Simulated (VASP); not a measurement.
# Si8O15 (a cell with a defect) in VASP: a series of runs

Si8O15 (a cell with a defect) is run at these levels: PBEsol; tasks: single point.

Program: VASP 6.6.1. These are calculated values, not measurements. Logs are shortened: lines on timing, memory, paths and dates and some standing lists are left out, and cuts for length are marked.

## (1) The cell of the first run

The cell holds a defect, 23 atoms: a = 6.758 Å, b = 6.082 Å, c = 6.500 Å, α = 64.87°, β = 54.57°, γ = 60.56°.

## (2) Single point, PBEsol

The input, INCAR:

```
SYSTEM = Si8O15
  ALGO = Normal
  EDIFF = 1E-6
  ENCUT = 520
  GGA = PS
  ISIF = 2
  ISMEAR = 0
  LASPH = .TRUE.
  LCHARG = .FALSE.
  LREAL = Auto
  LWAVE = .FALSE.
  NBANDS = 78
  NELECT = 124.0
  NELM = 80
  PREC = Accurate
  SIGMA = 0.02
```

The input, KPOINTS:

```
k-points
0
G
  3 3 3
  0 0 0
```

The input, POSCAR:

```
Si8O15
1.0
    0.0000000000      5.0462000000      4.4946000000
    4.0970000000      0.0000000000      4.4946000000
    4.0970000000      5.0462000000      0.0000000000
Si O
8 15
Direct
    0.2336379881      0.0319698525      0.9349088393
    0.3153975545      0.4470415947      0.0443787128
    0.8082383465      0.9385934071      0.0487356141
    0.2097547122      0.0483590243      0.4489050714
    0.6884754571      0.5453162040      0.4535541890
    0.8151867652      0.9625941274      0.5204800732
    0.1482070856      0.5077756492      0.6194777069
    0.7304488101      0.5142859827      0.9480972245
    0.4290040454      0.5156337422      0.1801087523
    0.2665889430      0.1566028872      0.6168899124
    0.3711951945      0.7335173494      0.5190701536
    0.4740075661      0.1100951350      0.1440442353
    0.1191440119      0.9904672994      0.2660440504
    0.2364710451      0.3451905043      0.8853806453
    0.1478059601      0.7729754220      0.9780287274
    0.0456833596      0.3848575117      0.3500577922
    0.9134708479      0.0123023021      0.7134733874
    0.7693174639      0.6493382563      0.1240771697
    0.8780190058      0.1780491649      0.0328244011
    0.6085964789      0.4670247110      0.7712691626
    0.7429703873      0.8420333950      0.3774469565
    0.6536600669      0.2783220894      0.4728604832
    0.5881045438      0.8556599736      0.8137376344
```

Potentials or basis: VASP PAW PBE potentials, release 64 (Si, O).

Launch:

```console
cat potpaw_PBE.64/Si/POTCAR potpaw_PBE.64/O/POTCAR > POTCAR
mpirun -np 1 vasp_std > vasp.out
```

OUTCAR:

```text
SYSTEM = Si8O15
   EDIFF = 1E-6
   ENCUT = 520
   GGA = PS
   ISIF = 2
   ISMEAR = 0
   LASPH = .TRUE.
   LREAL = Auto
   NELECT = 124.0
   NELM = 80
   PREC = Accurate

 ion  position               nearest neighbor table
   1  0.234  0.032  0.935-  13 1.76  10 1.79  15 1.80  14 1.80  23 1.87  19 1.89   7 2.76   3 2.81
                             2 3.14
   2  0.315  0.447  0.044-   9 1.72  15 1.74  20 1.75  14 1.80  16 1.80  12 1.81   8 2.70   4 2.72
                             5 3.13   1 3.14
   3  0.808  0.939  0.049-  19 1.69  18 1.73  17 1.77  12 1.78  21 1.79  15 1.84   5 2.72   1 2.81
                             8 3.10
   4  0.210  0.048  0.449-  11 1.69  10 1.77  17 1.77  12 1.78  16 1.82  13 1.82   6 2.71   2 2.72

   5  0.688  0.545  0.454-  22 1.70  20 1.71  11 1.74  18 1.77  21 1.82  16 1.89   3 2.72   6 3.10
                             2 3.13
   6  0.815  0.963  0.520-  22 1.67  23 1.72  21 1.76  13 1.77  17 1.90   7 2.68   4 2.71   8 2.96
                             5 3.10
   7  0.148  0.508  0.619-  14 1.87  10 1.88  11 2.17   9 2.33   8 2.35   6 2.68   1 2.76
   8  0.730  0.514  0.948-   9 1.69  19 1.78  18 1.85  23 1.86  20 1.92   7 2.35   2 2.70   6 2.96
                             3 3.10
   9  0.429  0.516  0.180-   8 1.69   2 1.72   7 2.33
  10  0.267  0.157  0.617-   4 1.77   1 1.79   7 1.88
  11  0.371  0.734  0.519-   4 1.69   5 1.74   7 2.17
  12  0.474  0.110  0.144-   4 1.78   3 1.78   2 1.81
  13  0.119  0.990  0.266-   1 1.76   6 1.77   4 1.82
  14  0.236  0.345  0.885-   1 1.80   2 1.80   7 1.87
  15  0.148  0.773  0.978-   2 1.74   1 1.80   3 1.84
  16  0.046  0.385  0.350-   2 1.80   4 1.82   5 1.89
  17  0.913  0.012  0.713-   4 1.77   3 1.77   6 1.90
  18  0.769  0.649  0.124-   3 1.73   5 1.77   8 1.85
  19  0.878  0.178  0.033-   3 1.69   8 1.78   1 1.89
  20  0.609  0.467  0.771-   5 1.71   2 1.75   8 1.92
  21  0.743  0.842  0.377-   6 1.76   3 1.79   5 1.82
  22  0.654  0.278  0.473-   6 1.67   5 1.70
  23  0.588  0.856  0.814-   6 1.72   8 1.86   1 1.87

  LATTYP: Found a face centered orthorhombic cell.
 ALAT       =     8.1940000000
 B/A-ratio  =     1.0970466195
 C/A-ratio  =     1.2316817183

  Lattice vectors:

 A1 = (   0.0000000000,   5.0462000000,  -4.4946000000)
 A2 = (   4.0970000000,   5.0462000000,   0.0000000000)
 A3 = (   4.0970000000,   0.0000000000,  -4.4946000000)

Analysis of symmetry for initial positions (statically):
=====================================================================
 Subroutine PRICEL returns:
 Original cell was already a primitive cell.

 Routine SETGRP: Setting up the symmetry group for a
 face centered orthorhombic supercell.

 Subroutine GETGRP returns: Found  1 space group operations
 (whereof  1 operations were pure point group operations)
 out of a pool of  8 trial point group operations.

The static configuration has the point symmetry C_1 .

Analysis of symmetry for dynamics (positions and initial velocities):
=====================================================================
 Subroutine PRICEL returns:
 Original cell was already a primitive cell.

 Routine SETGRP: Setting up the symmetry group for a
 face centered orthorhombic supercell.

 Subroutine GETGRP returns: Found  1 space group operations
 (whereof  1 operations were pure point group operations)
 out of a pool of  8 trial point group operations.

The dynamic configuration has the point symmetry C_1 .

 Subroutine INISYM returns: Found  1 space group operations
 (whereof  1 operations are pure point group operations),
 and found     1 'primitive' translations

----------------------------------------------------------------------------------------

                                     Primitive cell

  volume of cell :     185.8453

  direct lattice vectors                    reciprocal lattice vectors
     0.000000000  5.046200000  4.494600000    -0.122040517  0.099084460  0.111244605
     4.097000000  0.000000000  4.494600000     0.122040517 -0.099084460  0.111244605
     4.097000000  5.046200000  0.000000000     0.122040517  0.099084460 -0.111244605

  length of vectors
     6.757630028  6.081680537  6.499964880     0.192579802  0.192579802  0.192579802

  position of ions in fractional coordinates (direct lattice)
     0.233637988  0.031969852  0.934908839
     0.315397555  0.447041595  0.044378713
     0.808238346  0.938593407  0.048735614
     0.209754712  0.048359024  0.448905071
[... 57 lines left out ...]
    -0.040680172  0.033028153  0.037081535     0.333333333  0.000000000  0.000000000
     0.040680172 -0.033028153  0.037081535     0.000000000  0.333333333  0.000000000
     0.040680172  0.033028153 -0.037081535     0.000000000  0.000000000  0.333333333

  Length of vectors
     0.064193267  0.064193267  0.064193267

  Shift w.r.t. Gamma in fractional coordinates (k-lattice)
     0.000000000  0.000000000  0.000000000

 Subroutine IBZKPT returns following result:
 ===========================================

 Found     14 irreducible k-points:

 Following reciprocal coordinates:
            Coordinates               Weight
  0.000000  0.000000  0.000000      1.000000
  0.333333  0.000000  0.000000      2.000000
 -0.333333 -0.333333 -0.333333      2.000000
  0.000000  0.333333  0.000000      2.000000
  0.000000  0.000000  0.333333      2.000000
  0.333333  0.333333  0.000000      2.000000
 -0.333333  0.333333  0.000000      2.000000
  0.333333  0.333333 -0.333333      2.000000
  0.333333  0.000000  0.333333      2.000000
 -0.333333  0.000000  0.333333      2.000000
  0.333333 -0.333333  0.333333      2.000000
  0.000000  0.333333  0.333333      2.000000
 -0.333333  0.333333  0.333333      2.000000
  0.000000  0.333333 -0.333333      2.000000
   k-points           NKPTS =     14   k-points in BZ     NKDIM =     14   number of bands    NBANDS=     78
   number of dos      NEDOS =    301   number of ions     NIONS =     23
   total plane-waves  NPLWV = 115200
   dimension x,y,z NGX =    50 NGY =   48 NGZ =   48
   dimension x,y,z NGXF=   100 NGYF=   96 NGZF=   96
   ions per type =               8  15
   NGX,Y,Z   is equivalent  to a cutoff of  12.30, 13.12, 12.28 a.u.
   NGXF,Y,Z  is equivalent  to a cutoff of  24.60, 26.24, 24.55 a.u.
 SYSTEM =  Si8O15
   PREC   = accura    normal or accurate (medium, high low for compatibility)
   ISTART =      0    job   : 0-new  1-cont  2-samecut
   ICHARG =      2    charge: 1-file 2-atom 10-const
   ISPIN  =      1    spin polarized calculation?
   LNONCOLLINEAR =      F non collinear calculations
   LSORBIT =      F    spin-orbit coupling
   LASPH  =      T    aspherical Exc in radial PAW
   ENCUT  =  520.0 eV  38.22 Ry    6.18 a.u.  12.56 11.31 12.09*2*pi/ulx,y,z
   NELM   =     80;   NELMIN=  2; NELMDL= -5     # of ELM steps
   EDIFF  = 0.1E-05   stopping-criterion for ELM
   LREAL  =      T    real-space projection
   EDIFFG = 0.1E-04   stopping-criterion for IOM
   NSW    =      0    number of steps for IOM
   IBRION =     -1    ionic relax: 0-MD 1-quasi-New 2-CG
   NFREE  =      0    steps in history (QN), initial steepest desc. (CG)
   ISIF   =      2    stress and relaxation
   ISYM   =      2    0-nonsym 1-usesym 2-fastsym
   POTIM  = 0.5000    time-step for ionic-motion
   TEBEG  =    0.0;   TEEND  =   0.0 temperature during run
   PSTRESS=    0.0 pullay stress
   NELECT =     124.0000    total number of electrons
   NUPDOWN=      -1.0000    fix difference up-down
   EMIN   =  10.00;   EMAX   =-10.00  energy-range for DOS
   EFERMI =   0.00;   METHOD = LEGACY
   ISMEAR =     0;   SIGMA  =   0.02  broadening in eV -4-tet -1-fermi 0-gaus
   EFERMI_NEDOS =   21; number of points for ismear=-14 and -15
   IALGO  =     38    algorithm
   IMIX   =      4    mixing-type and parameters
     AMIX     =   0.40;   BMIX     =  1.00
     AMIX_MAG =   1.60;   BMIX_MAG =  1.00
  volume/ion in A,a.u.               =       8.08        54.53
  Fermi-wavevector in a.u.,A,eV,Ry     =   1.430534  2.703318 27.843344  2.046428
  Thomas-Fermi vector in A             =   2.550369
   LORBIT       =      0    0 simple, 1 ext, 2 COOP (PROOUT), +10 PAW based schemes
   GGA     = PS    functional components
   LHFCALC =     F    Hartree Fock is set to
   AEXX    =    0.0000 exact exchange contribution
   IVDW    =     0    specifies the selected vdW correction
   LEPSILON=     F    determine dielectric tensor
   LRPA    =     F    only Hartree local field effects (RPA)
 non-spin polarized calculation
 Gauss-broadening in eV      SIGMA  =   0.02
  energy-cutoff  :      520.00
  volume of cell :      185.85
 maximum number of plane-waves:      5017
 NGX is ok and might be reduce to    50
   NGX = 25   NGY = 23   NGZ = 25

 number of electron     124.0000006 magnetization

 Free energy of the ion-electron system (eV)
  ---------------------------------------------------
  ext. energy  EPLUGINS =         0.00000000
  ---------------------------------------------------
  free energy    TOTEN  =      -158.59908058 eV

  energy without entropy =     -158.59908058  energy(sigma->0) =     -158.59908058

 E-fermi :  11.5785     XC(G=0): -12.5147

 val. band max:       11.4779380229   @ k =   0.3333  -0.3333   0.3333
 cond. band min:      12.4812676594   @ k =   0.3333   0.0000   0.3333
 fundamental gap:      1.0033296365
 Fermi energy:        11.5785118615

 k-point     1 :       0.0000    0.0000    0.0000
  band No.  band energies     occupation
      1     -14.4748      2.00000
      2     -12.2886      2.00000
      3     -12.1429      2.00000
      4     -11.9597      2.00000
      5     -11.7394      2.00000
      6     -11.6469      2.00000
[... 1067 lines left out ...]
     73      17.3605      0.00000
     74      17.5866      0.00000
 [bands above 74 left out]

------------------------ aborting loop because EDIFF is reached ----------------------------------------

  FORCE on cell =-STRESS in cart. coord.  units (eV):
  Direction    XX          YY          ZZ          XY          YZ          ZX
  --------------------------------------------------------------------------------------
  -------------------------------------------------------------------------------------
  Total       34.4674390     34.8171809     43.3781616      5.7837575     -6.1137154      0.1658673
  in kB      297.1447977    300.1599334    373.9643976     49.8619422    -52.7065191      1.4299466
  external PRESSURE =     323.7563762 kB  Pullay stress =       0.0000000 kB

 VOLUME and BASIS-vectors are now :
 -----------------------------------------------------------------------------
  energy-cutoff  :      520.00
  volume of cell :      185.85
      direct lattice vectors                 reciprocal lattice vectors
     0.000000000  5.046200000  4.494600000    -0.122040517  0.099084460  0.111244605
     4.097000000  0.000000000  4.494600000     0.122040517 -0.099084460  0.111244605
     4.097000000  5.046200000  0.000000000     0.122040517  0.099084460 -0.111244605

 POSITION                                       TOTAL-FORCE (eV/Angst)
 -----------------------------------------------------------------------------------
      3.96130      5.89672      1.19380         0.297586     -0.226198     -0.074003
      2.01335      1.81550      3.42686        -0.162431      0.156436      0.123296
      4.04509      4.32446      7.85131        -0.038350      0.206219     -0.038275
      2.03729      3.32373      1.16012        -0.193994      0.188342      0.161393
      4.09237      5.76291      5.54540        -0.268678     -0.069870     -0.277024
      6.07615      6.74004      7.99041        -0.563657      0.642713     -0.049692
[... 15 lines left out ...]
      3.07759      5.68465      4.18889        -0.480741      0.553370      0.133683
      6.83952      7.07398      6.48914         2.551120     -1.695643     -0.908172
 -----------------------------------------------------------------------------------
    total drift:                                0.003252     -0.004660      0.007965

  FREE ENERGIE OF THE ION-ELECTRON SYSTEM (eV)
  ---------------------------------------------------
  free  energy   TOTEN  =      -158.5990805777 eV

  energy  without entropy=     -158.5990805777  energy(sigma->0) =     -158.59908058
```

Wall time 3.6 min (1 thread of Intel Xeon 6975P-C (Granite Rapids), shared host); peak memory 0.38 GiB.

Results:

```
Free energy   : -158.5991 eV
Largest force : 3.195 eV/Å
```

Forces on the atoms (eV/Å):
```
Si   0.298 -0.226 -0.074
Si  -0.162  0.156  0.123
Si  -0.038  0.206 -0.038
Si  -0.194  0.188  0.161
Si  -0.269 -0.070 -0.277
Si  -0.564  0.643 -0.050
Si   0.636 -1.277 -0.818
Si  -0.276 -0.215  0.452
O   -0.105  0.138  0.085
O    0.362  0.026  0.128
O   -0.020  0.034 -0.087
O   -0.059  0.175  0.118
O   -0.488 -0.101  0.774
O   -0.297  0.099 -0.005
O   -0.046  0.298  0.346
O   -0.063  0.241  0.189
O   -0.433  0.204 -0.121
O   -0.023  0.089  0.187
O   -0.087  0.187 -0.230
O   -0.143  0.070  0.117
O   -0.101  0.278 -0.207
O   -0.481  0.553  0.134
O    2.551 -1.696 -0.908
```

Caveat: the cell carries a net charge on a neutralising background, which shifts energy and pressure; the cell is charged against a uniform background, so pressure and absolute levels hang on convention; the PAW data sets were made with another functional, which shifts forces and pressure a little.

## (3) Single point, PBEsol

The input, INCAR:

```
PREC = Accurate
ENCUT = 520
EDIFF = 1E-6
ISMEAR = 0
SIGMA = 0.02
LREAL = Auto
LASPH = T
NELM = 100
ALGO = Normal
ISIF = 2
LWAVE = F
LCHARG = T
GGA = PS
LELF = T
LVHAR = T
NBANDS = 78
NELECT = 124.0
```

The input, KPOINTS:

```
regular mesh
0
Gamma
  3 3 3
```

The input, POSCAR:

```
Si8O15
1.0
    0.0000000000      5.0462000000      4.4946000000
    4.0970000000      0.0000000000      4.4946000000
    4.0970000000      5.0462000000      0.0000000000
Si O
8 15
Direct
    0.3514081762     -0.0074022580      0.8846702590
    0.2906475226      0.4523020168      0.0500809463
    0.8120615121      0.9552864165      0.0450565173
    0.1853928238      0.0523595902      0.4554192724
    0.6925752652      0.5612155060      0.4489692634
    0.7699386397      0.9835130579      0.5525565052
    0.2699598727      0.4651533743      0.5627853613
    0.6857408575      0.5382868647      0.9766843338
    0.3818047083      0.5087190313      0.2330656892
    0.2658094815      0.1536901403      0.6136132524
    0.3529222140      0.7256974630      0.5205988514
    0.4552361006      0.1146424203      0.1487363935
    0.0706765397      0.9845690883      0.3196803625
    0.2346431391      0.3418677852      0.8825791272
    0.1294846414      0.7668289349      0.9796331105
    0.0270911963      0.3896698058      0.3545549929
    0.8927715656      0.0323917415      0.7278203650
    0.7584480364      0.6575278013      0.1199830603
    0.8466264777      0.2228188567      0.0251394055
    0.5867292987      0.4885846335      0.7850177585
    0.7313617302      0.8500043536      0.3742607184
    0.6231295994      0.3212047129      0.4657354872
    0.9171088527      0.6408960865      0.6826596860
```

Potentials or basis: VASP PAW PBE potentials, release 64 (Si, O).

Launch:

```console
cat potpaw_PBE.64/Si/POTCAR potpaw_PBE.64/O/POTCAR > POTCAR
mpirun -np 1 vasp_std > vasp.out
```

Wall time 4 min (1 thread of Intel Xeon 6975P-C (Granite Rapids), shared host); peak memory 0.39 GiB.

It converged, with:

```yaml
Free_energy: -158.7067 eV
Largest_force: 2.827 eV/Å
```

Forces in eV/Å, atoms in the order of the input:
```
Si  -0.820  1.123  0.783
Si   0.183 -0.147 -0.191
Si   0.286  0.140  0.270
Si   0.134 -0.159 -0.096
Si   0.055 -0.163  0.036
Si   0.203  0.193 -0.306
Si  -0.190  0.176  0.030
Si   0.520 -0.597  0.050
O    0.386  0.025 -0.707
O    0.247 -0.070 -0.072
O    0.067 -0.275 -0.256
O    0.053 -0.257 -0.201
O    0.033 -0.145  0.003
O   -0.304  0.012 -0.057
O    0.038 -0.002  0.091
O    0.065 -0.190 -0.168
O    0.127 -0.132 -0.143
O    0.167 -0.240  0.230
O    0.400 -0.469 -0.224
O    0.409 -0.178  0.144
O    0.115 -0.034 -0.155
O    0.070 -0.136  0.152
O   -2.246  1.525  0.787
```

Levels at points of the mesh, in eV from the Fermi level:
| k point | band 60 | band 61 | band 62 | band 63 | band 64 | band 65 |
| --- | --- | --- | --- | --- | --- | --- |
| (0.00, 0.00, 0.00) | -4.24 | -4.06 | -0.32 | 1.35 | 1.97 | 2.58 |

Caveat: the cell carries a net charge on a neutralising background, which shifts energy and pressure; the cell is charged against a uniform background, so pressure and absolute levels hang on convention; the PAW data sets were made with another functional, which shifts forces and pressure a little.

## (4) Single point, PBEsol

The input, INCAR:

```
  ALGO = Normal
  EDIFF = 1E-6
  ENCUT = 520
  GGA = PS
  ISIF = 2
  ISMEAR = 0
  LASPH = True
  LCHARG = True
  LELF = True
  LREAL = Auto
  LVHAR = True
  LWAVE = False
  NBANDS = 78
  NELECT = 124.0
  NELM = 60
  PREC = Accurate
  SIGMA = 0.02
```

The input, KPOINTS:

```
k-points
0
Gamma
  3 3 3
```

The input, POSCAR:

```
Si8O15
1.0
    0.0000000000      5.0462000000      4.4946000000
    4.0970000000      0.0000000000      4.4946000000
    4.0970000000      5.0462000000      0.0000000000
Si O
8 15
Direct
    0.3517040436     -0.0689861154      1.0184955125
    0.2782158724      0.4696922840      0.0414700298
    0.8326891827      0.9622418457      0.0456475856
    0.1812154019      0.0596656553      0.4570975861
    0.6845086884      0.5689543562      0.4403763736
    0.7652095307      0.9511056030      0.5816490956
    0.2953046001      0.4203566379      0.5571271307
    0.6944384239      0.5543349931      0.9489752339
    0.3834189503      0.4645070052      0.2341566511
    0.2581768691      0.1492538255      0.5986470776
    0.3669131255      0.7215921920      0.4863824236
    0.4373124972      0.1050022805      0.1212610829
    0.0763644278      0.9860006325      0.3089132069
    0.2171602915      0.3958430903      0.8677126822
    0.1509556938      0.8051187066      1.0002957430
    0.0112965926      0.3927849719      0.3431322846
    0.8999348415      0.0135328753      0.7277876031
    0.7916239225      0.6763229471      0.1056694864
    0.8388178873      0.2404572429      0.0149689226
    0.5793470507      0.5146068050      0.7724515304
    0.7169266489      0.8691646607      0.3859158861
    0.6275219166      0.2937769754      0.4804331783
    0.9616025557      0.6104089692      0.6434594711
```

Launch:

```console
cat potpaw_PBE.64/Si/POTCAR potpaw_PBE.64/O/POTCAR > POTCAR
mpirun -np 1 vasp_std > vasp.out
```

It took 4.5 min on 1 thread of Intel Xeon 6975P-C (Granite Rapids), shared host; peak memory 0.38 GiB.

The run converged. Its results:

* Free energy: -157.9001 eV
* Largest force: 2.643 eV/Å

Forces on the atoms (eV/Å):
```
Si  -2.045 -0.604  1.561
Si  -0.261  0.462 -0.258
Si  -0.320 -0.029 -0.037
Si   0.046  0.147  0.051
Si  -0.077  0.192  0.053
Si   0.234 -0.929  0.866
Si   0.603 -0.388  0.136
Si   0.203  0.477 -0.878
O    0.470  0.176 -0.068
O    0.146  0.446 -0.081
O    0.382  0.154 -0.180
O    0.268  0.392  0.051
O    0.045  0.045  0.003
O   -0.544  0.418 -0.527
O   -0.705 -0.388 -0.370
O    0.099  0.480  0.168
O    0.143 -0.108  0.168
O   -0.081 -0.115 -0.462
O    0.232 -0.034 -0.068
O   -0.162  0.283 -0.229
O   -0.455 -0.047  0.026
O    0.162 -0.476  0.604
O    1.616 -0.554 -0.529
```

Levels at points of the mesh, in eV from the Fermi level:
```tsv
k point	band 60	band 61	band 62	band 63	band 64	band 65
(0.00, 0.00, 0.00)	-3.70	-3.39	-0.17	1.16	2.54	3.65
```

Caveat: the cell carries a net charge on a neutralising background, which shifts energy and pressure; the cell is charged against a uniform background, so pressure and absolute levels hang on convention; the PAW data sets were made with another functional, which shifts forces and pressure a little.
